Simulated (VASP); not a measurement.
# Cu12O in VASP: further runs, part 2 of 2

VASP 6.6.1.

## Step 4: Single point, PBE

File INCAR:

```
SYSTEM = Cu12O
  PREC = Accurate
  ENCUT = 520
  EDIFF = 1E-7
  ISMEAR = 0
  SIGMA = 0.1
  LREAL = .False.
  LASPH = .True.
  NELM = 80
  ALGO = Normal
  ISIF = 2
  LWAVE = .False.
  LCHARG = .False.
  LDIPOL = .True.
  IDIPOL = 3
  DIPOL = 0.5 0.5 0.322
  GGA = PE
  NBANDS = 81
```

File KPOINTS:

```
Automatic mesh
0
Gamma
  6 6 1
  0 0 0
```

File POSCAR:

```
Cu12O
1.0
    5.1319544695      0.0000000000      0.0000000000
   -2.5659772347      4.4444029416      0.0000000000
    0.0000000000      0.0000000000     19.6215699228
Cu O
12 1
Direct
    0.3333333333      0.1666666667      0.2038572864
    0.3333333333      0.6666666667      0.2038572864
    0.8333333333      0.1666666667      0.2038572864
    0.8333333333      0.6666666667      0.2038572864
    0.1666666667      0.3333333333      0.3088787979
    0.1666666667      0.8333333333      0.3088787979
    0.6666666667      0.3333333333      0.3088787979
    0.6666666667      0.8333333333      0.3088787979
    0.0000000000      0.0000000000      0.4139103015
    0.0000000000      0.5000000000      0.4139103015
    0.5000000000      0.0000000000      0.4139103015
    0.5000000000      0.5000000000      0.4139103015
    0.3333333333      0.1666666667      0.4731213481
```

Potentials or basis: VASP PAW PBE potentials, release 64 (Cu, O).

Launch:

```sh
> cat potpaw_PBE.64/Cu/POTCAR potpaw_PBE.64/O/POTCAR > POTCAR
> mpirun -np 1 vasp_std > vasp.out
```

OUTCAR:

```text
SYSTEM = Cu12O
   PREC = Accurate
   ENCUT = 520
   EDIFF = 1E-7
   ISMEAR = 0
   LREAL = .False.
   LASPH = .True.
   NELM = 80
   ISIF = 2
   GGA = PE

 ion  position               nearest neighbor table
   1  0.333  0.167  0.204-   5 2.54   6 2.54   7 2.54   2 2.57   2 2.57   4 2.57   4 2.57   3 2.57
                             3 2.57
   2  0.333  0.667  0.204-   6 2.54   5 2.54   8 2.54   1 2.57   1 2.57   3 2.57   3 2.57   4 2.57
                             4 2.57
   3  0.833  0.167  0.204-   7 2.54   8 2.54   5 2.54   4 2.57   4 2.57   2 2.57   2 2.57   1 2.57
                             1 2.57
   4  0.833  0.667  0.204-   8 2.54   7 2.54   6 2.54   3 2.57   3 2.57   1 2.57   1 2.57   2 2.57
                             2 2.57
   5  0.167  0.333  0.309-   1 2.54   2 2.54   3 2.54   9 2.54  12 2.54  10 2.54   6 2.57   6 2.57
                             8 2.57   8 2.57   7 2.57   7 2.57
   6  0.167  0.833  0.309-   2 2.54   1 2.54   4 2.54  10 2.54  11 2.54   9 2.54   5 2.57   5 2.57
                             7 2.57   7 2.57   8 2.57   8 2.57
   7  0.667  0.333  0.309-   3 2.54   4 2.54   1 2.54  11 2.54  10 2.54  12 2.54   8 2.57   8 2.57
                             6 2.57   6 2.57   5 2.57   5 2.57
   8  0.667  0.833  0.309-   4 2.54   3 2.54   2 2.54  12 2.54   9 2.54  11 2.54   7 2.57   7 2.57
[... 808 lines left out ...]
  -------------------------------------------------------------------------------------
  Total       -0.4635109     -0.4635109      1.4843672     -0.0000000     -0.0000000      0.0000000
  in kB       -1.6593600     -1.6593600      5.3140048     -0.0000000     -0.0000000      0.0000000
  external PRESSURE =       0.6650950 kB  Pullay stress =       0.0000000 kB

 VOLUME and BASIS-vectors are now :
 -----------------------------------------------------------------------------
  energy-cutoff  :      520.00
  volume of cell :      447.54
      direct lattice vectors                 reciprocal lattice vectors
     5.131954470  0.000000000  0.000000000     0.194857535  0.112501051  0.000000000
    -2.565977235  4.444402942  0.000000000     0.000000000  0.225002101  0.000000000
     0.000000000  0.000000000 19.621569923     0.000000000  0.000000000  0.050964322

 POSITION                                       TOTAL-FORCE (eV/Angst)
 -----------------------------------------------------------------------------------
      1.28299      0.74073      4.00000         0.000000     -0.000000      0.034463
     -0.00000      2.96294      4.00000        -0.022964     -0.013259     -0.116209
      3.84897      0.74073      4.00000         0.000000      0.026517     -0.116209
      2.56598      2.96294      4.00000         0.022964     -0.013259     -0.116209
      0.00000      1.48147      6.06069        -0.068509      0.039554     -0.113705
     -1.28299      3.70367      6.06069        -0.000000     -0.079107     -0.113705
      2.56598      1.48147      6.06069         0.068509      0.039554     -0.113705
      1.28299      3.70367      6.06069         0.000000     -0.000000      0.284986
      0.00000      0.00000      8.12157        -0.640379     -0.369723      0.178827
     -1.28299      2.22220      8.12157         0.000000     -0.000000     -0.307163
      2.56598      0.00000      8.12157         0.640379     -0.369723      0.178827
      1.28299      2.22220      8.12157         0.000000      0.739446      0.178827
      1.28299      0.74073      9.28338         0.000000     -0.000000      0.140977
 -----------------------------------------------------------------------------------
    total drift:                               -0.000000      0.000002     -0.005410

  FREE ENERGIE OF THE ION-ELECTRON SYSTEM (eV)
  ---------------------------------------------------
  free  energy   TOTEN  =       -47.4264089800 eV

  energy  without entropy=      -47.3785435726  energy(sigma->0) =      -47.40247628

 vacuum level on the upper side and lower side of the slab         4.719         3.787
```

OSZICAR:

```text
N       E                     dE             d eps       ncg     rms          rms(c)
DAV:   1     0.131816019072E+04    0.13182E+04   -0.58845E+04  1134   0.205E+03
DAV:   2     0.140863266453E+03   -0.11773E+04   -0.11451E+04  1134   0.452E+02
DAV:   3    -0.364547910733E+02   -0.17732E+03   -0.16691E+03  1501   0.219E+02
DAV:   4    -0.589119154011E+02   -0.22457E+02   -0.20912E+02  1678   0.798E+01
[... 25 lines left out ...]
DAV:  30    -0.474264077128E+02   -0.20044E-05   -0.62507E-08   707   0.303E-03    0.380E-04
DAV:  31    -0.474264084558E+02   -0.74293E-06   -0.35164E-08   723   0.273E-03    0.235E-04
DAV:  32    -0.474264088363E+02   -0.38053E-06   -0.26622E-08   705   0.148E-03    0.176E-04
DAV:  33    -0.474264089627E+02   -0.12637E-06   -0.13827E-08   707   0.951E-04    0.110E-04
DAV:  34    -0.474264089800E+02   -0.17313E-07   -0.57694E-09   674   0.790E-04
   1 F= -.47426409E+02 E0= -.47402476E+02  d E =-.478654E-01
```

Wall time 22 min (1 thread of Intel Xeon 8259CL, shared host); peak memory 0.63 GiB.

Results:

* Free energy: -47.4264 eV
* Largest force: 0.761 eV/Å
* Band gap on the k mesh: zero (bands 69 and 70 overlap by 0.19 eV)

Forces on the atoms (eV/Å):
```
Cu   0.000  0.000  0.034
Cu  -0.023 -0.013 -0.116
Cu   0.000  0.027 -0.116
Cu   0.023 -0.013 -0.116
Cu  -0.069  0.040 -0.114
Cu   0.000 -0.079 -0.114
Cu   0.069  0.040 -0.114
Cu   0.000  0.000  0.285
Cu  -0.640 -0.370  0.179
Cu   0.000  0.000 -0.307
Cu   0.640 -0.370  0.179
Cu   0.000  0.739  0.179
O    0.000  0.000  0.141
```

With open d or f shells a metallic result of PBE can be an artefact of self-interaction; +U or a hybrid may open a gap.

## Step 5: Relaxation of the atoms, PBE

File INCAR:

```
ALGO = Normal ; DIPOL = 0.5 0.5 0.321
EDIFF = 1E-7 ; EDIFFG = -0.025
ENCUT = 520 ; GGA = PE
GGA_COMPAT = F ; IBRION = 2
IDIPOL = 3 ; ISIF = 2
ISMEAR = 0 ; KPAR = 4
LASPH = T ; LCHARG = F
LDIPOL = T ; LREAL = F
LWAVE = F ; NELM = 120
NELMDL = -8 ; NELMIN = 4
NSW = 36 ; PREC = Accurate
SIGMA = 0.1
```

File KPOINTS:

```
k-points
0
Gamma
  6 6 1
```

File POSCAR:

```
Cu12O
1.0
    5.1319544695      0.0000000000      0.0000000000
   -2.5659772347      4.4444029416      0.0000000000
    0.0000000000      0.0000000000     19.6215699228
Cu O
12 1
Selective dynamics
Direct
    0.3333333333      0.1666666667      0.2038572864  F F F
    0.3333333333      0.6666666667      0.2038572864  F F F
    0.8333333333      0.1666666667      0.2038572864  F F F
    0.8333333333      0.6666666667      0.2038572864  F F F
    0.1666666667      0.3333333333      0.3088787979  F F F
    0.1666666667      0.8333333333      0.3088787979  F F F
    0.6666666667      0.3333333333      0.3088787979  F F F
    0.6666666667      0.8333333333      0.3088787979  F F F
    0.0000000000      0.0000000000      0.4139103015  F F F
    0.0000000000      0.5000000000      0.4139103015  F F F
    0.5000000000      0.0000000000      0.4139103015  F F F
    0.5000000000      0.5000000000      0.4139103015  F F F
    0.3333333333      0.1666666667      0.4652395039  F F T
```

Potentials or basis: VASP PAW PBE potentials, release 64 (Cu, O).

Launch:

```sh
> cat potpaw_PBE.64/Cu/POTCAR potpaw_PBE.64/O/POTCAR > POTCAR
> mpirun -np 4 vasp_std > vasp.out
```

OUTCAR:

```text
EDIFF = 1E-7
   EDIFFG = -0.025
   ENCUT = 520
   GGA = PE
   IBRION = 2
   ISIF = 2
   ISMEAR = 0
   LASPH = T
   LREAL = F
   NELM = 120
   NELMDL = -8
   NELMIN = 4
   NSW = 36
   PREC = Accurate

 ion  position               nearest neighbor table
   1  0.333  0.167  0.204-   5 2.54   6 2.54   7 2.54   2 2.57   2 2.57   4 2.57   4 2.57   3 2.57
                             3 2.57
   2  0.333  0.667  0.204-   6 2.54   5 2.54   8 2.54   1 2.57   1 2.57   3 2.57   3 2.57   4 2.57
                             4 2.57
   3  0.833  0.167  0.204-   7 2.54   8 2.54   5 2.54   4 2.57   4 2.57   2 2.57   2 2.57   1 2.57
                             1 2.57
   4  0.833  0.667  0.204-   8 2.54   7 2.54   6 2.54   3 2.57   3 2.57   1 2.57   1 2.57   2 2.57
                             2 2.57
   5  0.167  0.333  0.309-   1 2.54   2 2.54   3 2.54   9 2.54  12 2.54  10 2.54   6 2.57   6 2.57
                             8 2.57   8 2.57   7 2.57   7 2.57
   6  0.167  0.833  0.309-   2 2.54   1 2.54   4 2.54  10 2.54  11 2.54   9 2.54   5 2.57   5 2.57
                             7 2.57   7 2.57   8 2.57   8 2.57
   7  0.667  0.333  0.309-   3 2.54   4 2.54   1 2.54  11 2.54  10 2.54  12 2.54   8 2.57   8 2.57
                             6 2.57   6 2.57   5 2.57   5 2.57
   8  0.667  0.833  0.309-   4 2.54   3 2.54   2 2.54  12 2.54   9 2.54  11 2.54   7 2.57   7 2.57
                             5 2.57   5 2.57   6 2.57   6 2.57
   9  0.000  0.000  0.414-  13 1.79   5 2.54   8 2.54   6 2.54  10 2.57  10 2.57  12 2.57  12 2.57
                            11 2.57  11 2.57
  10  0.000  0.500  0.414-   6 2.54   7 2.54   5 2.54   9 2.57   9 2.57  11 2.57  11 2.57  12 2.57
                            12 2.57
  11  0.500  0.000  0.414-  13 1.79   7 2.54   6 2.54   8 2.54  12 2.57  12 2.57  10 2.57  10 2.57
                             9 2.57   9 2.57
  12  0.500  0.500  0.414-  13 1.79   8 2.54   5 2.54   7 2.54  11 2.57  11 2.57   9 2.57   9 2.57
                            10 2.57  10 2.57
  13  0.333  0.167  0.465-  12 1.79   9 1.79  11 1.79

  LATTYP: Found a hexagonal cell.
 ALAT       =     5.1319544695
 C/A-ratio  =     3.8234107569

  Lattice vectors:

 A1 = (   5.1319544695,   0.0000000000,   0.0000000000)
 A2 = (  -2.5659772347,   4.4444029416,   0.0000000000)
 A3 = (   0.0000000000,   0.0000000000,  19.6215699228)

Analysis of symmetry for initial positions (statically):
=====================================================================
 Subroutine PRICEL returns:
 Original cell was already a primitive cell.

 Routine SETGRP: Setting up the symmetry group for a
 hexagonal supercell.

 Subroutine GETGRP returns: Found  6 space group operations
 (whereof  2 operations were pure point group operations)
 out of a pool of 24 trial point group operations.

The static configuration has the point symmetry C_1h.
 The point group associated with its full space group is C_3v.

Analysis of symmetry for dynamics (positions and initial velocities):
=====================================================================
 Subroutine PRICEL returns:
 Original cell was already a primitive cell.

 Routine SETGRP: Setting up the symmetry group for a
 hexagonal supercell.

 Subroutine GETGRP returns: Found  6 space group operations
 (whereof  2 operations were pure point group operations)
 out of a pool of 24 trial point group operations.

The dynamic configuration has the point symmetry C_1h.
 The point group associated with its full space group is C_3v.

Analysis of constrained symmetry for selective dynamics:
=====================================================================
 Subroutine PRICEL returns:
 Original cell was already a primitive cell.

[... 108 lines left out ...]
   LSORBIT =      F    spin-orbit coupling
   LASPH  =      T    aspherical Exc in radial PAW
   ENCUT  =  520.0 eV  38.22 Ry    6.18 a.u.   9.54  9.54 36.48*2*pi/ulx,y,z
   NELM   =    120;   NELMIN=  4; NELMDL= -8     # of ELM steps
   EDIFF  = 0.1E-06   stopping-criterion for ELM
   LREAL  =      F    real-space projection
   EDIFFG = -.3E-01   stopping-criterion for IOM
   NSW    =     36    number of steps for IOM
   IBRION =      2    ionic relax: 0-MD 1-quasi-New 2-CG
   NFREE  =      1    steps in history (QN), initial steepest desc. (CG)
   ISIF   =      2    stress and relaxation
   ISYM   =      2    0-nonsym 1-usesym 2-fastsym
   POTIM  = 0.5000    time-step for ionic-motion
   TEBEG  =    0.0;   TEEND  =   0.0 temperature during run
   PSTRESS=    0.0 pullay stress
   NELECT =     138.0000    total number of electrons
   NUPDOWN=      -1.0000    fix difference up-down
   EMIN   =  10.00;   EMAX   =-10.00  energy-range for DOS
   EFERMI =   0.00;   METHOD = LEGACY
   ISMEAR =     0;   SIGMA  =   0.10  broadening in eV -4-tet -1-fermi 0-gaus
   EFERMI_NEDOS =   21; number of points for ismear=-14 and -15
   IALGO  =     38    algorithm
   IMIX   =      4    mixing-type and parameters
     AMIX     =   0.40;   BMIX     =  1.00
     AMIX_MAG =   1.60;   BMIX_MAG =  1.00
  volume/ion in A,a.u.               =      34.43       232.32
  Fermi-wavevector in a.u.,A,eV,Ry     =   1.106007  2.090050 16.643346  1.223251
  Thomas-Fermi vector in A             =   2.242502
   LORBIT       =      0    0 simple, 1 ext, 2 COOP (PROOUT), +10 PAW based schemes
   GGA     = PE    functional components
   LHFCALC =     F    Hartree Fock is set to
   AEXX    =    0.0000 exact exchange contribution
   IVDW    =     0    specifies the selected vdW correction
   LEPSILON=     F    determine dielectric tensor
   LRPA    =     F    only Hartree local field effects (RPA)
 conjugate gradient relaxation of ions
 non-spin polarized calculation
 Gauss-broadening in eV      SIGMA  =   0.10
  energy-cutoff  :      520.00
  volume of cell :      447.54
 maximum number of plane-waves:     12109
 NGX is ok and might be reduce to    40
   NGX = 19   NGY = 19   NGZ = 73

 dipolmoment           0.000000      0.000000     -0.076294 electrons x Angstroem

--------------------------------------- Ionic step        1  -------------------------------------------

 number of electron     138.0000026 magnetization

 Free energy of the ion-electron system (eV)
  ---------------------------------------------------
  ext. energy  EPLUGINS =         0.00000000
  ---------------------------------------------------
  free energy    TOTEN  =       -47.22518340 eV

  energy without entropy =      -47.17980934  energy(sigma->0) =      -47.20249637

------------------------ aborting loop because EDIFF is reached ----------------------------------------

  FORCE on cell =-STRESS in cart. coord.  units (eV):
  Direction    XX          YY          ZZ          XY          YZ          ZX
  --------------------------------------------------------------------------------------
  -------------------------------------------------------------------------------------
  Total        2.2879964      2.2879964      4.1347558      0.0000000     -0.0000000     -0.0000000
  in kB        8.1909816      8.1909816     14.8023434      0.0000000     -0.0000000     -0.0000000
  external PRESSURE =      10.3947689 kB  Pullay stress =       0.0000000 kB
[... 81 lines left out ...]
--------------------------------------- Ionic step        3  -------------------------------------------

 number of electron     138.0000027 magnetization

 dipolmoment           0.000000      0.000000      0.118370 electrons x Angstroem

 Free energy of the ion-electron system (eV)
  ---------------------------------------------------
  ext. energy  EPLUGINS =         0.00000000
  ---------------------------------------------------
  free energy    TOTEN  =       -47.42684480 eV

  energy without entropy =      -47.37883637  energy(sigma->0) =      -47.40284059

 E-fermi :  -0.9399     XC(G=0):  -5.0616

 val. band max:       -0.9625414236   @ k =   0.5000   0.0000   0.0000
 cond. band min:      -0.9228996172   @ k =   0.1667   0.0000   0.0000
 fundamental gap:      0.0396418065
 Fermi energy:        -0.9398851583

 k-point     1 :       0.0000    0.0000    0.0000
  band No.  band energies     occupation
      1     -19.2936      2.00000
      2      -9.5762      2.00000
      3      -7.5416      2.00000
      4      -6.2786      2.00000
      5      -6.2786      2.00000
      6      -6.2732      2.00000
[... 577 lines left out ...]
     80       4.2605      0.00000
     81       5.1974      0.00000
 [bands above 81 left out]

------------------------ aborting loop because EDIFF is reached ----------------------------------------

 vacuum level on the upper side and lower side of the slab       (xc-potential included)         0.456        -0.457

  FORCE on cell =-STRESS in cart. coord.  units (eV):
  Direction    XX          YY          ZZ          XY          YZ          ZX
  --------------------------------------------------------------------------------------
  -------------------------------------------------------------------------------------
  Total       -0.6101835     -0.6101835      1.3085153     -0.0000000      0.0000000      0.0000000
  in kB       -2.1844449     -2.1844449      4.6844588     -0.0000000      0.0000000      0.0000000
  external PRESSURE =       0.1051897 kB  Pullay stress =       0.0000000 kB
[... 28 lines left out ...]
  FREE ENERGIE OF THE ION-ELECTRON SYSTEM (eV)
  ---------------------------------------------------
  free  energy   TOTEN  =       -47.4268447989 eV

  energy  without entropy=      -47.3788363732  energy(sigma->0) =      -47.40284059

 reached required accuracy - stopping structural energy minimisation

 vacuum level on the upper side and lower side of the slab         4.758         3.820
```

Run time: 12 min. Hardware: 4 MPI ranks of Intel Xeon Platinum 8259CL at 2.50GHz (Skylake/Cascade Lake), shared host; peak memory 0.7 GiB.

What came out:

```yaml
Free_energy: -47.4268 eV
Energy_gained_by_relaxing: 15.5 meV/atom
Ionic_steps: 3
Band_gap_on_the_k_mesh: zero (bands 69 and 70 overlap by 0.19 eV)
```

Step by step:
```csv
step,energy change (eV),largest force on free atoms (eV/Å),pressure (GPa)
1,0.0000,2.5478,1.04
2,-0.1894,0.5910,0.24
3,-0.2017,0.0017,0.01
```

Final structure:
```xyz
13
Lattice="5.1320 0.0000 0.0000 -2.5660 4.4444 0.0000 0.0000 0.0000 19.6216" Properties=species:S:1:pos:R:3 pbc="T T T"
Cu    1.2830    0.7407    4.0000
Cu    0.0000    2.9629    4.0000
Cu    3.8490    0.7407    4.0000
Cu    2.5660    2.9629    4.0000
Cu    0.0000    1.4815    6.0607
Cu   -1.2830    3.7037    6.0607
Cu    2.5660    1.4815    6.0607
Cu    1.2830    3.7037    6.0607
Cu    0.0000    0.0000    8.1216
Cu   -1.2830    2.2222    8.1216
Cu    2.5660    0.0000    8.1216
Cu    1.2830    2.2222    8.1216
O     1.2830    0.7407    9.2936
```

With open d or f shells a metallic result of PBE can be an artefact of self-interaction; +U or a hybrid may open a gap.

## Step 6: The runs side by side

| task | cell | gap on the mesh (eV) | largest force (eV/Å) |
| --- | --- | --- | --- |
| single point | a = 5.132, b = 5.132, c = 19.622 Å, angles 90.0, 90.0, 120.0°, 13 atoms, atomic positions A | none | 0.39 |
| single point | a = 5.132, b = 5.132, c = 19.622 Å, angles 90.0, 90.0, 120.0°, 13 atoms, atomic positions B | none | 0.60 |
| single point | a = 5.132, b = 5.132, c = 19.622 Å, angles 90.0, 90.0, 120.0°, 13 atoms, atomic positions C | none | 0.76 |
| relaxation of the atoms | atoms relaxed from a = 5.132, b = 5.132, c = 19.622 Å, angles 90.0, 90.0, 120.0°, 13 atoms, atomic positions D | none | - |

Alike in all rows: level PBE; potentials or basis VASP PAW PBE potentials, release 64 (Cu, O); no spin polarisation; k mesh 6 × 6 × 1; cutoff (eV) 520; smearing gaussian 0.1 eV.

Total energies depend on the potentials used, so only differences within one code and one set of settings carry meaning.
